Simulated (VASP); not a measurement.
# Lu3Si (Pm-3m) in VASP: notebook

Runs on Lu3Si. Level: PBE. Tasks: single point.

All numbers are computed with VASP 6.6.1; they aren't measurements. Logs are shortened: lines on timing, memory, paths and dates and some standing lists are left out, and cuts for length are marked.

## (1) The cell of the first run

It takes space group Pm-3m (No. 221, cubic). Conventional cell: a = 4.511 Å, b = 4.511 Å, c = 4.511 Å, α = 90.00°, β = 90.00°, γ = 90.00°. Within 4.2 Å of Lu (site symmetry 4/mmm) lie 8 Lu at 3.19 Å and 4 Si at 3.19 Å. Si (site symmetry m-3m) has 12 Lu at 3.19 Å within 4.2 Å.

## (2) Single point, PBE

Contents of INCAR:

```
PREC = Accurate
ENCUT = 520
EDIFF = 1E-7
ISMEAR = -1
SIGMA = 0.05
LREAL = False
LASPH = True
NELM = 100
ALGO = Normal
ISIF = 2
LWAVE = False
LCHARG = False
GGA = PE
NBANDS = 48
```

Contents of KPOINTS:

```
regular mesh
0
Gamma
  6 6 6
```

Contents of POSCAR:

```
Lu3Si
1.0
    4.5109387595      0.0000000000      0.0000000000
    0.0000000000      4.5109387595      0.0000000000
    0.0000000000      0.0000000000      4.5109387595
Lu Si
3 1
Direct
    0.5000000000      0.5000000000      0.0000000000
    0.5000000000      0.0000000000      0.5000000000
    0.0000000000      0.5000000000      0.5000000000
    0.0000000000      0.0000000000      0.0000000000
```

Potentials or basis: VASP PAW PBE potentials, release 64 (Lu, Si).

Command:

```console
> cat potpaw_PBE.64/Lu/POTCAR potpaw_PBE.64/Si/POTCAR > POTCAR
> mpirun -np 1 vasp_std > vasp.out
```

OUTCAR:

```text
PREC = Accurate
   ENCUT = 520
   EDIFF = 1E-7
   ISMEAR = -1
   LREAL = False
   LASPH = True
   NELM = 100
   ISIF = 2
   GGA = PE

 ion  position               nearest neighbor table
   1  0.500  0.500  0.000-   2 3.19   3 3.19   4 3.19   2 3.19   3 3.19   2 3.19   4 3.19   2 3.19
                             3 3.19   4 3.19   3 3.19   4 3.19
   2  0.500  0.000  0.500-   1 3.19   3 3.19   4 3.19   1 3.19   4 3.19   1 3.19   3 3.19   1 3.19
                             3 3.19   4 3.19   4 3.19   3 3.19
   3  0.000  0.500  0.500-   1 3.19   2 3.19   4 3.19   1 3.19   4 3.19   2 3.19   4 3.19   4 3.19
                             1 3.19   2 3.19   1 3.19   2 3.19
   4  0.000  0.000  0.000-   1 3.19   2 3.19   3 3.19   2 3.19   3 3.19   1 3.19   3 3.19   3 3.19
                             1 3.19   2 3.19   2 3.19   1 3.19

  LATTYP: Found a simple cubic cell.
 ALAT       =     4.5109387595

  Lattice vectors:

 A1 = (   4.5109387595,   0.0000000000,   0.0000000000)
 A2 = (   0.0000000000,   4.5109387595,   0.0000000000)
 A3 = (   0.0000000000,   0.0000000000,   4.5109387595)

Analysis of symmetry for initial positions (statically):
=====================================================================
 Subroutine PRICEL returns:
 Original cell was already a primitive cell.

 Routine SETGRP: Setting up the symmetry group for a
 simple cubic supercell.

 Subroutine GETGRP returns: Found 48 space group operations
 (whereof 48 operations were pure point group operations)
 out of a pool of 48 trial point group operations.

The static configuration has the point symmetry O_h .

Analysis of symmetry for dynamics (positions and initial velocities):
=====================================================================
 Subroutine PRICEL returns:
 Original cell was already a primitive cell.

 Routine SETGRP: Setting up the symmetry group for a
 simple cubic supercell.

 Subroutine GETGRP returns: Found 48 space group operations
 (whereof 48 operations were pure point group operations)
 out of a pool of 48 trial point group operations.

The dynamic configuration has the point symmetry O_h .

 Subroutine INISYM returns: Found 48 space group operations
 (whereof 48 operations are pure point group operations),
 and found     1 'primitive' translations

----------------------------------------------------------------------------------------

                                     Primitive cell

[... 88 lines left out ...]
   NELM   =    100;   NELMIN=  2; NELMDL= -5     # of ELM steps
   EDIFF  = 0.1E-06   stopping-criterion for ELM
   LREAL  =      F    real-space projection
   EDIFFG = 0.1E-05   stopping-criterion for IOM
   NSW    =      0    number of steps for IOM
   IBRION =     -1    ionic relax: 0-MD 1-quasi-New 2-CG
   NFREE  =      0    steps in history (QN), initial steepest desc. (CG)
   ISIF   =      2    stress and relaxation
   ISYM   =      2    0-nonsym 1-usesym 2-fastsym
   POTIM  = 0.5000    time-step for ionic-motion
   TEBEG  =    0.0;   TEEND  =   0.0 temperature during run
   PSTRESS=    0.0 pullay stress
   NELECT =      79.0000    total number of electrons
   NUPDOWN=      -1.0000    fix difference up-down
   EMIN   =  10.00;   EMAX   =-10.00  energy-range for DOS
   EFERMI =   0.00;   METHOD = LEGACY
   ISMEAR =    -1;   SIGMA  =   0.05  broadening in eV -4-tet -1-fermi 0-gaus
   EFERMI_NEDOS =   21; number of points for ismear=-14 and -15
   IALGO  =     38    algorithm
   IMIX   =      4    mixing-type and parameters
     AMIX     =   0.40;   BMIX     =  1.00
     AMIX_MAG =   1.60;   BMIX_MAG =  1.00
  volume/ion in A,a.u.               =      22.95       154.86
  Fermi-wavevector in a.u.,A,eV,Ry     =   1.557221  2.942721 32.993276  2.424937
  Thomas-Fermi vector in A             =   2.660903
   LORBIT       =      0    0 simple, 1 ext, 2 COOP (PROOUT), +10 PAW based schemes
   GGA     = PE    functional components
   LHFCALC =     F    Hartree Fock is set to
   AEXX    =    0.0000 exact exchange contribution
   IVDW    =     0    specifies the selected vdW correction
   LEPSILON=     F    determine dielectric tensor
   LRPA    =     F    only Hartree local field effects (RPA)
 non-spin polarized calculation
  energy-cutoff  :      520.00
  volume of cell :       91.79
 maximum number of plane-waves:      2517
 NGX is ok and might be reduce to    36
   NGX = 17   NGY = 17   NGZ = 17

 number of electron      79.0000004 magnetization

 Free energy of the ion-electron system (eV)
  ---------------------------------------------------
  ext. energy  EPLUGINS =         0.00000000
  ---------------------------------------------------
  free energy    TOTEN  =       -19.89976934 eV

  energy without entropy =      -19.85204610  energy(sigma->0) =      -19.87590772

 E-fermi :   3.9408     XC(G=0): -11.2584

 val. band max:        3.9229516338   @ k =   0.5000   0.0000   0.0000
 cond. band min:       3.9474221320   @ k =   0.3333   0.3333   0.1667
 fundamental gap:      0.0244704981
 Fermi energy:         3.9407947593

 k-point     1 :       0.0000    0.0000    0.0000
  band No.  band energies     occupation
      1     -52.2405      2.00000
      2     -52.1551      2.00000
      3     -52.1551      2.00000
      4     -23.2626      2.00000
      5     -23.2626      2.00000
      6     -23.2626      2.00000
[... 1009 lines left out ...]
     47       7.0151      0.00000
     48       7.5913      0.00000

------------------------ aborting loop because EDIFF is reached ----------------------------------------

  FORCE on cell =-STRESS in cart. coord.  units (eV):
  Direction    XX          YY          ZZ          XY          YZ          ZX
  --------------------------------------------------------------------------------------
  -------------------------------------------------------------------------------------
  Total        0.3415708      0.3415708      0.3415708      0.0000000      0.0000000     -0.0000000
  in kB        5.9619806      5.9619806      5.9619806      0.0000000      0.0000000     -0.0000000
  external PRESSURE =       5.9619806 kB  Pullay stress =       0.0000000 kB

 VOLUME and BASIS-vectors are now :
 -----------------------------------------------------------------------------
  energy-cutoff  :      520.00
  volume of cell :       91.79
      direct lattice vectors                 reciprocal lattice vectors
     4.510938760  0.000000000  0.000000000     0.221683346  0.000000000  0.000000000
     0.000000000  4.510938760  0.000000000     0.000000000  0.221683346  0.000000000
     0.000000000  0.000000000  4.510938760     0.000000000  0.000000000  0.221683346

 POSITION                                       TOTAL-FORCE (eV/Angst)
 -----------------------------------------------------------------------------------
      2.25547      2.25547      0.00000         0.000000      0.000000      0.000000
      2.25547      0.00000      2.25547         0.000000      0.000000      0.000000
      0.00000      2.25547      2.25547         0.000000      0.000000      0.000000
      0.00000      0.00000      0.00000         0.000000      0.000000      0.000000
 -----------------------------------------------------------------------------------
    total drift:                                0.000000      0.000000      0.000000

  FREE ENERGIE OF THE ION-ELECTRON SYSTEM (eV)
  ---------------------------------------------------
  free  energy   TOTEN  =       -19.8997693423 eV

  energy  without entropy=      -19.8520461014  energy(sigma->0) =      -19.87590772
```

OSZICAR:

```text
N       E                     dE             d eps       ncg     rms          rms(c)
DAV:   1     0.628752741749E+03    0.62875E+03   -0.26926E+04  2856   0.520E+03
DAV:   2     0.696697176107E+02   -0.55908E+03   -0.52522E+03  2472   0.855E+02
DAV:   3    -0.821339152650E+01   -0.77883E+02   -0.75297E+02  2136   0.188E+02
DAV:   4    -0.198213580453E+02   -0.11608E+02   -0.11321E+02  3184   0.531E+01
DAV:   5    -0.203623413413E+02   -0.54098E+00   -0.53970E+00  2992   0.113E+01    0.736E+00
DAV:   6    -0.199636543164E+02    0.39869E+00   -0.15575E+00  3072   0.181E+01    0.333E+00
DAV:   7    -0.199026522729E+02    0.61002E-01   -0.31707E-01  2688   0.317E+00    0.912E-01
DAV:   8    -0.198987834126E+02    0.38689E-02   -0.72304E-02  2928   0.182E+00    0.296E-01
DAV:   9    -0.198994951490E+02   -0.71174E-03   -0.40763E-03  2816   0.639E-01    0.149E-01
DAV:  10    -0.198997659772E+02   -0.27083E-03   -0.12721E-03  2920   0.237E-01    0.274E-02
DAV:  11    -0.198997669418E+02   -0.96457E-06   -0.10995E-04  2984   0.896E-02    0.196E-02
DAV:  12    -0.198997696779E+02   -0.27361E-05   -0.12532E-05  2640   0.255E-02    0.385E-03
DAV:  13    -0.198997693490E+02    0.32888E-06   -0.18889E-06  2528   0.132E-02    0.131E-03
DAV:  14    -0.198997693423E+02    0.67084E-08   -0.19218E-07  1720   0.464E-03
   1 F= -.19899769E+02 E0= -.19875908E+02  d E =-.477232E-01
```

Wall time 1.8 min (1 thread of Oxide Virtual Turin-like, shared host); peak memory 0.21 GiB.

What came out:

```yaml
Free_energy: -19.8998 eV
Pressure: 0.6 GPa
Band_gap_on_the_k_mesh: zero (an odd number of electrons rules out a gap without spin polarisation)
```

Caveat: spin-orbit coupling is left out, which moves the levels of the heavy elements.

## (3) Single point, PBE

This run uses another cell than the first one, of 23.42 Å³/atom.

Contents of INCAR:

```
SYSTEM = Lu3Si
ALGO = Fast
EDIFF = 1E-6
ENCUT = 520
GGA = PE
ISIF = 2
ISMEAR = -1
LASPH = .True.
LCHARG = .True.
LELF = .True.
LREAL = .False.
LVHAR = .True.
LWAVE = .False.
NBANDS = 48
NELM = 60
PREC = Accurate
SIGMA = 0.05
```

Contents of KPOINTS:

```
k-points
0
Gamma
  6 6 6
  0 0 0
```

Contents of POSCAR:

```
Lu3Si
1.0
    4.5414190000      0.0000000000      0.0000000000
    0.0000000000      4.5414190000      0.0000000000
    0.0000000000      0.0000000000      4.5414190000
Lu Si
3 1
Direct
    0.5000000000      0.5000000000      0.0000000000
    0.5000000000      0.0000000000      0.5000000000
    0.0000000000      0.5000000000      0.5000000000
    0.0000000000      0.0000000000      0.0000000000
```

Potentials or basis: VASP PAW PBE potentials, release 64 (Lu, Si).

Command:

```console
> cat potpaw_PBE.64/Lu/POTCAR potpaw_PBE.64/Si/POTCAR > POTCAR
> mpirun -np 1 vasp_std > vasp.out
```

OUTCAR:

```text
SYSTEM = Lu3Si
   EDIFF = 1E-6
   ENCUT = 520
   GGA = PE
   ISIF = 2
   ISMEAR = -1
   LASPH = .True.
   LREAL = .False.
   NELM = 60
   PREC = Accurate

 ion  position               nearest neighbor table
   1  0.500  0.500  0.000-   2 3.21   3 3.21   4 3.21   2 3.21   3 3.21   2 3.21   4 3.21   2 3.21
                             3 3.21   4 3.21   3 3.21   4 3.21
   2  0.500  0.000  0.500-   1 3.21   3 3.21   4 3.21   1 3.21   4 3.21   1 3.21   3 3.21   1 3.21
                             3 3.21   4 3.21   4 3.21   3 3.21
   3  0.000  0.500  0.500-   1 3.21   2 3.21   4 3.21   1 3.21   4 3.21   2 3.21   4 3.21   4 3.21
                             1 3.21   2 3.21   1 3.21   2 3.21
   4  0.000  0.000  0.000-   1 3.21   2 3.21   3 3.21   2 3.21   3 3.21   1 3.21   3 3.21   3 3.21
                             1 3.21   2 3.21   2 3.21   1 3.21

  LATTYP: Found a simple cubic cell.
 ALAT       =     4.5414190000

  Lattice vectors:

 A1 = (   4.5414190000,   0.0000000000,   0.0000000000)
 A2 = (   0.0000000000,   4.5414190000,   0.0000000000)
 A3 = (   0.0000000000,   0.0000000000,   4.5414190000)

Analysis of symmetry for initial positions (statically):
=====================================================================
 Subroutine PRICEL returns:
 Original cell was already a primitive cell.

 Routine SETGRP: Setting up the symmetry group for a
 simple cubic supercell.

 Subroutine GETGRP returns: Found 48 space group operations
 (whereof 48 operations were pure point group operations)
 out of a pool of 48 trial point group operations.

The static configuration has the point symmetry O_h .

Analysis of symmetry for dynamics (positions and initial velocities):
=====================================================================
 Subroutine PRICEL returns:
 Original cell was already a primitive cell.

[... 122 lines left out ...]
   EFERMI_NEDOS =   21; number of points for ismear=-14 and -15
   IALGO  =     68    algorithm
   IMIX   =      4    mixing-type and parameters
     AMIX     =   0.40;   BMIX     =  1.00
     AMIX_MAG =   1.60;   BMIX_MAG =  1.00
  volume/ion in A,a.u.               =      23.42       158.02
  Fermi-wavevector in a.u.,A,eV,Ry     =   1.546770  2.922971 32.551886  2.392496
  Thomas-Fermi vector in A             =   2.651958
   LORBIT       =      0    0 simple, 1 ext, 2 COOP (PROOUT), +10 PAW based schemes
   GGA     = PE    functional components
   LHFCALC =     F    Hartree Fock is set to
   AEXX    =    0.0000 exact exchange contribution
   IVDW    =     0    specifies the selected vdW correction
   LEPSILON=     F    determine dielectric tensor
   LRPA    =     F    only Hartree local field effects (RPA)
 non-spin polarized calculation
 RMM-DIIS sequential band-by-band and
  energy-cutoff  :      520.00
  volume of cell :       93.66
 maximum number of plane-waves:      2560
 NGX is ok and might be reduce to    36
   NGX = 17   NGY = 17   NGZ = 17

 number of electron      79.0000036 magnetization

 Free energy of the ion-electron system (eV)
  ---------------------------------------------------
  ext. energy  EPLUGINS =         0.00000000
  ---------------------------------------------------
  free energy    TOTEN  =       -19.90032663 eV

  energy without entropy =      -19.85163376  energy(sigma->0) =      -19.87598019

 E-fermi :   3.8344     XC(G=0): -11.1588

 val. band max:        3.8343803745   @ k =   0.3333   0.3333   0.1667
 cond. band min:       3.8361081549   @ k =   0.5000   0.0000   0.0000
 fundamental gap:      0.0017277803
 Fermi energy:         3.8344327882

 k-point     1 :       0.0000    0.0000    0.0000
  band No.  band energies     occupation
      1     -52.3908      2.00000
      2     -52.3127      2.00000
      3     -52.3127      2.00000
      4     -23.3879      2.00000
      5     -23.3879      2.00000
      6     -23.3879      2.00000
[... 1009 lines left out ...]
     47       6.8740      0.00000
     48       7.3717      0.00000

------------------------ aborting loop because EDIFF is reached ----------------------------------------

  FORCE on cell =-STRESS in cart. coord.  units (eV):
  Direction    XX          YY          ZZ          XY          YZ          ZX
  --------------------------------------------------------------------------------------
  -------------------------------------------------------------------------------------
  Total       -0.2043674     -0.2043674     -0.2043674     -0.0000000      0.0000000     -0.0000000
  in kB       -3.4958073     -3.4958073     -3.4958073     -0.0000000      0.0000000     -0.0000000
  external PRESSURE =      -3.4958073 kB  Pullay stress =       0.0000000 kB

 VOLUME and BASIS-vectors are now :
 -----------------------------------------------------------------------------
  energy-cutoff  :      520.00
  volume of cell :       93.66
      direct lattice vectors                 reciprocal lattice vectors
     4.541419000  0.000000000  0.000000000     0.220195494  0.000000000  0.000000000
     0.000000000  4.541419000  0.000000000     0.000000000  0.220195494  0.000000000
     0.000000000  0.000000000  4.541419000     0.000000000  0.000000000  0.220195494

 POSITION                                       TOTAL-FORCE (eV/Angst)
 -----------------------------------------------------------------------------------
      2.27071      2.27071      0.00000         0.000000      0.000000      0.000000
      2.27071      0.00000      2.27071         0.000000      0.000000      0.000000
      0.00000      2.27071      2.27071         0.000000      0.000000      0.000000
      0.00000      0.00000      0.00000         0.000000      0.000000      0.000000
 -----------------------------------------------------------------------------------
    total drift:                                0.000000      0.000000      0.000000

  FREE ENERGIE OF THE ION-ELECTRON SYSTEM (eV)
  ---------------------------------------------------
  free  energy   TOTEN  =       -19.9003266263 eV

  energy  without entropy=      -19.8516337616  energy(sigma->0) =      -19.87598019
```

stdout:

```text
POSCAR found type information on POSCAR LuSi
 POSCAR found :  2 types and       4 ions
 scaLAPACK will be used
 LDA part: xc-table for (Slater+PW92), standard interpolation
 POSCAR, INCAR and KPOINTS ok, starting setup
 FFT: planning ... GRIDC
 FFT: planning ... GRID_SOFT
 FFT: planning ... GRID
 WAVECAR not read
 entering main loop
WARNING in EDDRMM: call to ZHEGV failed, returncode =   8  4     37
WARNING in EDDRMM: call to ZHEGV failed, returncode =   6  3     25
WARNING in EDDRMM: call to ZHEGV failed, returncode =   6  3     37
```

Run time: 7 min. Hardware: 1 thread of Oxide Virtual Turin-like, shared host; peak memory 0.22 GiB.

Results:

```yaml
Free_energy: -19.9003 eV
Pressure: -0.3 GPa
Band_gap_on_the_k_mesh: zero (an odd number of electrons rules out a gap without spin polarisation)
```

Caveat: spin-orbit coupling is left out, which moves the levels of the heavy elements.

(Continued in part 2 of 3.)

The gap in the log of VASP goes by the Fermi energy; the results here count the filled bands.